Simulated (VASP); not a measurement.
# LiH (Fm-3m) in VASP: further runs, part 2 of 2

VASP 6.6.1.

**3. Single point, PBE**

INCAR reads:

```
SYSTEM = LiH
PREC = Accurate ; ENCUT = 750
EDIFF = 1E-6 ; ISMEAR = 0
SIGMA = 0.02 ; LREAL = .False.
LASPH = .True. ; NELM = 120
ALGO = Normal ; ISIF = 2
LWAVE = .False. ; LCHARG = .True.
GGA = PE ; LELF = .True.
LVHAR = .True. ; NBANDS = 9
GGA_COMPAT = .False.
```

KPOINTS reads:

```
Automatic mesh
0
Gamma
  12 12 12
  0 0 0
```

POSCAR reads:

```
LiH
1.0
    0.0000000000      2.0367500000      2.0367500000
    2.0367500000      0.0000000000      2.0367500000
    2.0367500000      2.0367500000      0.0000000000
Li H
1 1
Direct
    0.0000000000      0.0000000000      0.0000000000
    0.5000000000      0.5000000000      0.5000000000
```

Potentials or basis: VASP PAW PBE potentials, release 64 (Li_sv, H).

Run with:

```sh
> cat potpaw_PBE.64/Li_sv/POTCAR potpaw_PBE.64/H/POTCAR > POTCAR
> mpirun -np 1 vasp_std > vasp.out
```

OUTCAR:

```text
SYSTEM = LiH
   PREC = Accurate
   ENCUT = 750
   EDIFF = 1E-6
   ISMEAR = 0
   LREAL = .False.
   LASPH = .True.
   NELM = 120
   ISIF = 2
   GGA = PE

 ion  position               nearest neighbor table
   1  0.000  0.000  0.000-
   2  0.500  0.500  0.500-

  LATTYP: Found a face centered cubic cell.
 ALAT       =     4.0735000000

  Lattice vectors:

 A1 = (   0.0000000000,   2.0367500000,   2.0367500000)
 A2 = (   2.0367500000,   0.0000000000,   2.0367500000)
 A3 = (   2.0367500000,   2.0367500000,   0.0000000000)

Analysis of symmetry for initial positions (statically):
=====================================================================
 Subroutine PRICEL returns:
 Original cell was already a primitive cell.

 Routine SETGRP: Setting up the symmetry group for a
 face centered cubic supercell.

 Subroutine GETGRP returns: Found 48 space group operations
 (whereof 48 operations were pure point group operations)
 out of a pool of 48 trial point group operations.

The static configuration has the point symmetry O_h .

Analysis of symmetry for dynamics (positions and initial velocities):
=====================================================================
 Subroutine PRICEL returns:
 Original cell was already a primitive cell.

 Routine SETGRP: Setting up the symmetry group for a
 face centered cubic supercell.

 Subroutine GETGRP returns: Found 48 space group operations
 (whereof 48 operations were pure point group operations)
 out of a pool of 48 trial point group operations.

The dynamic configuration has the point symmetry O_h .

 Subroutine INISYM returns: Found 48 space group operations
 (whereof 48 operations are pure point group operations),
 and found     1 'primitive' translations

----------------------------------------------------------------------------------------

                                     Primitive cell

  volume of cell :      16.8983

  direct lattice vectors                    reciprocal lattice vectors
     0.000000000  2.036750000  2.036750000    -0.245489137  0.245489137  0.245489137
     2.036750000  0.000000000  2.036750000     0.245489137 -0.245489137  0.245489137
     2.036750000  2.036750000  0.000000000     0.245489137  0.245489137 -0.245489137

  length of vectors
     2.880399473  2.880399473  2.880399473     0.425199658  0.425199658  0.425199658

  position of ions in fractional coordinates (direct lattice)
     0.000000000  0.000000000  0.000000000
     0.500000000  0.500000000  0.500000000

  ion indices of the primitive-cell ions
   primitive index   ion index
                 1           1
                 2           2

----------------------------------------------------------------------------------------

 KPOINTS: Automatic mesh

Automatic generation of k-mesh.
 Grid dimensions read from file:
 generate k-points for:   12   12   12

 Generating k-lattice:

  Cartesian coordinates                     Fractional coordinates (reciprocal lattice)
    -0.020457428  0.020457428  0.020457428     0.083333333  0.000000000  0.000000000
     0.020457428 -0.020457428  0.020457428     0.000000000  0.083333333  0.000000000
     0.020457428  0.020457428 -0.020457428     0.000000000  0.000000000  0.083333333

  Length of vectors
     0.035433305  0.035433305  0.035433305

  Shift w.r.t. Gamma in fractional coordinates (k-lattice)
     0.000000000  0.000000000  0.000000000

 Subroutine IBZKPT returns following result:
 ===========================================

 Found     72 irreducible k-points:

 Following reciprocal coordinates:
            Coordinates               Weight
  0.000000  0.000000  0.000000      1.000000
  0.083333  0.000000  0.000000      8.000000
  0.166667  0.000000  0.000000      8.000000
  0.250000  0.000000  0.000000      8.000000
  0.333333  0.000000  0.000000      8.000000
  0.416667  0.000000  0.000000      8.000000
[... 16 lines left out ...]
  0.500000  0.166667  0.000000     24.000000
 -0.416667  0.166667  0.000000     24.000000
 [... further k-points ...]
   k-points           NKPTS =     72   k-points in BZ     NKDIM =     72   number of bands    NBANDS=      9
   number of dos      NEDOS =    301   number of ions     NIONS =      2
   total plane-waves  NPLWV =  21952
   dimension x,y,z NGX =    28 NGY =   28 NGZ =   28
   dimension x,y,z NGXF=    56 NGYF=   56 NGZF=   56
   ions per type =               1   1
   NGX,Y,Z   is equivalent  to a cutoff of  16.16, 16.16, 16.16 a.u.
   NGXF,Y,Z  is equivalent  to a cutoff of  32.32, 32.32, 32.32 a.u.
 SYSTEM =  LiH
   PREC   = accura    normal or accurate (medium, high low for compatibility)
   ISTART =      0    job   : 0-new  1-cont  2-samecut
   ICHARG =      2    charge: 1-file 2-atom 10-const
   ISPIN  =      1    spin polarized calculation?
   LNONCOLLINEAR =      F non collinear calculations
   LSORBIT =      F    spin-orbit coupling
   LASPH  =      T    aspherical Exc in radial PAW
   ENCUT  =  750.0 eV  55.12 Ry    7.42 a.u.   6.43  6.43  6.43*2*pi/ulx,y,z
   NELM   =    120;   NELMIN=  2; NELMDL= -5     # of ELM steps
   EDIFF  = 0.1E-05   stopping-criterion for ELM
   LREAL  =      F    real-space projection
   EDIFFG = 0.1E-04   stopping-criterion for IOM
   NSW    =      0    number of steps for IOM
   IBRION =     -1    ionic relax: 0-MD 1-quasi-New 2-CG
   NFREE  =      0    steps in history (QN), initial steepest desc. (CG)
   ISIF   =      2    stress and relaxation
   ISYM   =      2    0-nonsym 1-usesym 2-fastsym
   POTIM  = 0.5000    time-step for ionic-motion
   TEBEG  =    0.0;   TEEND  =   0.0 temperature during run
   PSTRESS=    0.0 pullay stress
   NELECT =       4.0000    total number of electrons
   NUPDOWN=      -1.0000    fix difference up-down
   EMIN   =  10.00;   EMAX   =-10.00  energy-range for DOS
   EFERMI =   0.00;   METHOD = LEGACY
   ISMEAR =     0;   SIGMA  =   0.02  broadening in eV -4-tet -1-fermi 0-gaus
   EFERMI_NEDOS =   21; number of points for ismear=-14 and -15
   IALGO  =     38    algorithm
   IMIX   =      4    mixing-type and parameters
     AMIX     =   0.40;   BMIX     =  1.00
     AMIX_MAG =   1.60;   BMIX_MAG =  1.00
  volume/ion in A,a.u.               =       8.45        57.02
  Fermi-wavevector in a.u.,A,eV,Ry     =   1.012699  1.913724 13.953585  1.025560
  Thomas-Fermi vector in A             =   2.145824
   LORBIT       =      0    0 simple, 1 ext, 2 COOP (PROOUT), +10 PAW based schemes
   GGA     = PE    functional components
   LHFCALC =     F    Hartree Fock is set to
   AEXX    =    0.0000 exact exchange contribution
   IVDW    =     0    specifies the selected vdW correction
   LEPSILON=     F    determine dielectric tensor
   LRPA    =     F    only Hartree local field effects (RPA)
 non-spin polarized calculation
 Gauss-broadening in eV      SIGMA  =   0.02
  energy-cutoff  :      750.00
  volume of cell :       16.90
 maximum number of plane-waves:       817
 NGX is ok and might be reduce to    28
   NGX = 13   NGY = 13   NGZ = 13

 number of electron       3.9999999 magnetization

 Free energy of the ion-electron system (eV)
  ---------------------------------------------------
  ext. energy  EPLUGINS =         0.00000000
  ---------------------------------------------------
  free energy    TOTEN  =        -6.12232581 eV

  energy without entropy =       -6.12232581  energy(sigma->0) =       -6.12232581

 E-fermi :   0.0875     XC(G=0):  -8.3587

 val. band max:       -0.1322477895   @ k =   0.5000   0.5000   0.0000
 cond. band min:       2.8826333314   @ k =   0.5000   0.5000   0.0000
 fundamental gap:      3.0148811209
 Fermi energy:         0.0875144476

 k-point     1 :       0.0000    0.0000    0.0000
  band No.  band energies     occupation
      1     -44.4618      2.00000
      2      -5.3896      2.00000
      3      15.3378      0.00000
      4      17.2744      0.00000
      5      17.2744      0.00000
      6      17.2744      0.00000
      7      21.9024      0.00000
      8      21.9024      0.00000
      9      21.9024      0.00000
[... 265 lines left out ...]
 k-point    24 :      -0.4167    0.1667    0.0000
  band No.  band energies     occupation
      1     -44.4199      2.00000
      2      -2.1398      2.00000
      3       4.8780      0.00000
      4       9.7981      0.00000
      5      13.9773      0.00000
      6      15.1694      0.00000
      7      21.6508      0.00000
      8      23.3505      0.00000
      9      26.6345      0.00000

 [... further k-points ...]

------------------------ aborting loop because EDIFF is reached ----------------------------------------

  FORCE on cell =-STRESS in cart. coord.  units (eV):
  Direction    XX          YY          ZZ          XY          YZ          ZX
  --------------------------------------------------------------------------------------
  -------------------------------------------------------------------------------------
  Total       -0.1925613     -0.1925613     -0.1925613      0.0000000     -0.0000000      0.0000000
  in kB      -18.2572911    -18.2572911    -18.2572911      0.0000000     -0.0000000      0.0000000
  external PRESSURE =     -18.2572911 kB  Pullay stress =       0.0000000 kB

 VOLUME and BASIS-vectors are now :
 -----------------------------------------------------------------------------
  energy-cutoff  :      750.00
  volume of cell :       16.90
      direct lattice vectors                 reciprocal lattice vectors
     0.000000000  2.036750000  2.036750000    -0.245489137  0.245489137  0.245489137
     2.036750000  0.000000000  2.036750000     0.245489137 -0.245489137  0.245489137
     2.036750000  2.036750000  0.000000000     0.245489137  0.245489137 -0.245489137

 POSITION                                       TOTAL-FORCE (eV/Angst)
 -----------------------------------------------------------------------------------
      0.00000      0.00000      0.00000         0.000000     -0.000000     -0.000000
      2.03675      2.03675      2.03675         0.000000      0.000000      0.000000
 -----------------------------------------------------------------------------------
    total drift:                                0.000000      0.000000      0.000000

  FREE ENERGIE OF THE ION-ELECTRON SYSTEM (eV)
  ---------------------------------------------------
  free  energy   TOTEN  =        -6.1223258076 eV

  energy  without entropy=       -6.1223258076  energy(sigma->0) =       -6.12232581
```

OSZICAR:

```text
N       E                     dE             d eps       ncg     rms          rms(c)
DAV:   1    -0.768964677214E+00   -0.76896E+00   -0.16912E+03  1296   0.512E+02
DAV:   2    -0.626595123787E+01   -0.54970E+01   -0.54662E+01  1836   0.622E+01
DAV:   3    -0.636226404904E+01   -0.96313E-01   -0.96270E-01  1578   0.702E+00
DAV:   4    -0.636272794532E+01   -0.46390E-03   -0.46386E-03  1819   0.480E-01
DAV:   5    -0.636273103488E+01   -0.30896E-05   -0.30896E-05  1588   0.285E-02    0.286E+00
DAV:   6    -0.618024476570E+01    0.18249E+00   -0.15375E-01  1441   0.120E+00    0.142E+00
DAV:   7    -0.612044380760E+01    0.59801E-01   -0.19227E-01  1513   0.155E+00    0.217E-01
DAV:   8    -0.612236921764E+01   -0.19254E-02   -0.48392E-03  1540   0.460E-01    0.399E-02
DAV:   9    -0.612232739861E+01    0.41819E-04   -0.13687E-04  1674   0.464E-02    0.829E-03
DAV:  10    -0.612232604693E+01    0.13517E-05   -0.61792E-06  1500   0.177E-02    0.250E-03
DAV:  11    -0.612232580762E+01    0.23931E-06   -0.20939E-07   968   0.221E-03
   1 F= -.61223258E+01 E0= -.61223258E+01  d E =-.717669E-57
```

stdout:

```text
POSCAR found type information on POSCAR LiH
 POSCAR found :  2 types and       2 ions
 scaLAPACK will be used
 LDA part: xc-table for (Slater+PW92), standard interpolation
 POSCAR, INCAR and KPOINTS ok, starting setup
 FFT: planning ... GRIDC
 FFT: planning ... GRID_SOFT
 FFT: planning ... GRID
 WAVECAR not read
 entering main loop
```

Wall time 23 s (1 thread of Intel Xeon 8259CL, shared host); peak memory 0.16 GiB.

What came out:

```
Free energy            : -6.1223 eV
Pressure               : -1.8 GPa
Band gap on the k mesh : 3.01 eV
```

**4. Single point, PBE**

INCAR reads:

```
SYSTEM = LiH
  ALGO = Normal
  EDIFF = 1E-6
  ENCUT = 750
  GGA = PE
  GGA_COMPAT = .FALSE.
  ISIF = 2
  ISMEAR = 0
  LASPH = .TRUE.
  LCHARG = .TRUE.
  LELF = .TRUE.
  LREAL = .FALSE.
  LVHAR = .TRUE.
  LWAVE = .FALSE.
  NBANDS = 9
  NELM = 120
  PREC = Accurate
  SIGMA = 0.02
```

KPOINTS reads:

```
k-points
0
G
  16 16 16
  0 0 0
```

POSCAR is that of step 3.

Potentials or basis: VASP PAW PBE potentials, release 64 (Li_sv, H).

Run with:

```sh
> cat potpaw_PBE.64/Li_sv/POTCAR potpaw_PBE.64/H/POTCAR > POTCAR
> mpirun -np 1 vasp_std > vasp.out
```

OUTCAR:

```text
SYSTEM = LiH
   EDIFF = 1E-6
   ENCUT = 750
   GGA = PE
   ISIF = 2
   ISMEAR = 0
   LASPH = .TRUE.
   LREAL = .FALSE.
   NELM = 120
   PREC = Accurate

 ion  position               nearest neighbor table
   1  0.000  0.000  0.000-
   2  0.500  0.500  0.500-

  LATTYP: Found a face centered cubic cell.
 ALAT       =     4.0735000000

  Lattice vectors:

 A1 = (   0.0000000000,   2.0367500000,   2.0367500000)
 A2 = (   2.0367500000,   0.0000000000,   2.0367500000)
 A3 = (   2.0367500000,   2.0367500000,   0.0000000000)

Analysis of symmetry for initial positions (statically):
=====================================================================
 Subroutine PRICEL returns:
 Original cell was already a primitive cell.

 Routine SETGRP: Setting up the symmetry group for a
 face centered cubic supercell.

 Subroutine GETGRP returns: Found 48 space group operations
 (whereof 48 operations were pure point group operations)
 out of a pool of 48 trial point group operations.

The static configuration has the point symmetry O_h .

Analysis of symmetry for dynamics (positions and initial velocities):
=====================================================================
 Subroutine PRICEL returns:
 Original cell was already a primitive cell.

 Routine SETGRP: Setting up the symmetry group for a
 face centered cubic supercell.

 Subroutine GETGRP returns: Found 48 space group operations
 (whereof 48 operations were pure point group operations)
 out of a pool of 48 trial point group operations.

The dynamic configuration has the point symmetry O_h .

 Subroutine INISYM returns: Found 48 space group operations
 (whereof 48 operations are pure point group operations),
 and found     1 'primitive' translations

----------------------------------------------------------------------------------------

                                     Primitive cell
[... 114 lines left out ...]
  Thomas-Fermi vector in A             =   2.145824
   LORBIT       =      0    0 simple, 1 ext, 2 COOP (PROOUT), +10 PAW based schemes
   GGA     = PE    functional components
   LHFCALC =     F    Hartree Fock is set to
   AEXX    =    0.0000 exact exchange contribution
   IVDW    =     0    specifies the selected vdW correction
   LEPSILON=     F    determine dielectric tensor
   LRPA    =     F    only Hartree local field effects (RPA)
 non-spin polarized calculation
 Gauss-broadening in eV      SIGMA  =   0.02
  energy-cutoff  :      750.00
  volume of cell :       16.90
 maximum number of plane-waves:       817
 NGX is ok and might be reduce to    28
   NGX = 13   NGY = 13   NGZ = 13

 number of electron       3.9999999 magnetization

 Free energy of the ion-electron system (eV)
  ---------------------------------------------------
  ext. energy  EPLUGINS =         0.00000000
  ---------------------------------------------------
  free energy    TOTEN  =        -6.12233168 eV

  energy without entropy =       -6.12233168  energy(sigma->0) =       -6.12233168

 E-fermi :   0.1264     XC(G=0):  -8.3587

 val. band max:       -0.1322545187   @ k =   0.5000   0.5000   0.0000
 cond. band min:       2.8826250825   @ k =   0.5000   0.5000   0.0000
 fundamental gap:      3.0148796012
 Fermi energy:         0.1263510548

 k-point     1 :       0.0000    0.0000    0.0000
  band No.  band energies     occupation
      1     -44.4618      2.00000
      2      -5.3896      2.00000
      3      15.3378      0.00000
      4      17.2744      0.00000
      5      17.2744      0.00000
      6      17.2744      0.00000
      7      21.9024      0.00000
      8      21.9024      0.00000
      9      21.9024      0.00000
[... 265 lines left out ...]
 k-point    24 :      -0.0625    0.0625    0.0000
  band No.  band energies     occupation
      1     -44.4580      2.00000
      2      -5.2090      2.00000
      3      14.1298      0.00000
      4      15.6657      0.00000
      5      16.7644      0.00000
      6      17.4745      0.00000
      7      21.0321      0.00000
      8      22.1852      0.00000
      9      23.6334      0.00000

 [... further k-points ...]

------------------------ aborting loop because EDIFF is reached ----------------------------------------

  FORCE on cell =-STRESS in cart. coord.  units (eV):
  Direction    XX          YY          ZZ          XY          YZ          ZX
  --------------------------------------------------------------------------------------
  -------------------------------------------------------------------------------------
  Total       -0.1925704     -0.1925704     -0.1925704      0.0000000      0.0000000      0.0000000
  in kB      -18.2581552    -18.2581552    -18.2581552      0.0000000      0.0000000      0.0000000
  external PRESSURE =     -18.2581552 kB  Pullay stress =       0.0000000 kB

 VOLUME and BASIS-vectors are now :
 -----------------------------------------------------------------------------
  energy-cutoff  :      750.00
  volume of cell :       16.90
      direct lattice vectors                 reciprocal lattice vectors
     0.000000000  2.036750000  2.036750000    -0.245489137  0.245489137  0.245489137
     2.036750000  0.000000000  2.036750000     0.245489137 -0.245489137  0.245489137
     2.036750000  2.036750000  0.000000000     0.245489137  0.245489137 -0.245489137

 POSITION                                       TOTAL-FORCE (eV/Angst)
 -----------------------------------------------------------------------------------
      0.00000      0.00000      0.00000         0.000000      0.000000      0.000000
      2.03675      2.03675      2.03675        -0.000000      0.000000     -0.000000
 -----------------------------------------------------------------------------------
    total drift:                                0.000000      0.000000      0.000000

  FREE ENERGIE OF THE ION-ELECTRON SYSTEM (eV)
  ---------------------------------------------------
  free  energy   TOTEN  =        -6.1223316843 eV

  energy  without entropy=       -6.1223316843  energy(sigma->0) =       -6.12233168
```

OSZICAR:

```text
N       E                     dE             d eps       ncg     rms          rms(c)
DAV:   1    -0.368874043047E+00   -0.36887E+00   -0.17111E+03  2618   0.512E+02
DAV:   2    -0.623660657787E+01   -0.58677E+01   -0.57821E+01  3606   0.669E+01
DAV:   3    -0.636177452244E+01   -0.12517E+00   -0.12512E+00  3223   0.759E+00
DAV:   4    -0.636272980335E+01   -0.95528E-03   -0.95510E-03  3574   0.578E-01
DAV:   5    -0.636273570682E+01   -0.59035E-05   -0.59034E-05  3221   0.337E-02    0.286E+00
DAV:   6    -0.618026240384E+01    0.18247E+00   -0.15374E-01  2961   0.120E+00    0.142E+00
DAV:   7    -0.612046402040E+01    0.59798E-01   -0.19162E-01  3083   0.154E+00    0.217E-01
DAV:   8    -0.612237482717E+01   -0.19108E-02   -0.46969E-03  3067   0.454E-01    0.396E-02
DAV:   9    -0.612233329178E+01    0.41535E-04   -0.13430E-04  3371   0.462E-02    0.817E-03
DAV:  10    -0.612233192744E+01    0.13643E-05   -0.62468E-06  3090   0.179E-02    0.252E-03
DAV:  11    -0.612233168428E+01    0.24316E-06   -0.20521E-07  2036   0.208E-03
   1 F= -.61223317E+01 E0= -.61223317E+01  d E =-.202585E-77
```

Wall time 55 s (1 thread of Intel Xeon 8259CL, shared host); peak memory 0.17 GiB.

What came out:

```
Free energy            : -6.1223 eV
Pressure               : -1.8 GPa
Band gap on the k mesh : 3.01 eV
```

Levels at points of the mesh, in eV from the valence-band top:
```csv
k point,band 1,band 2,band 3,band 4,band 5
"(0.00, 0.00, 0.00)",-44.33,-5.26,15.47,17.41,17.41
"(0.50, 0.00, 0.00)",-44.29,-2.49,4.80,13.25,16.07
"(0.50, 0.50, 0.00)",-44.28,0.00,3.01,10.58,10.58
```

A k mesh can miss the band edges.

**5. Summary**

```tsv
k mesh	gap on the mesh (eV)	pressure (GPa)
8 × 8 × 8	3.01	-1.8
12 × 12 × 12	3.01	-1.8
16 × 16 × 16	3.01	-1.8
```

Alike in all rows: task single point; level PBE; potentials or basis VASP PAW PBE potentials, release 64 (Li_sv, H); no spin polarisation; cell as given; cutoff (eV) 750; smearing gaussian 0.02 eV.

Absolute energies hang on the potentials; compare differences alone.
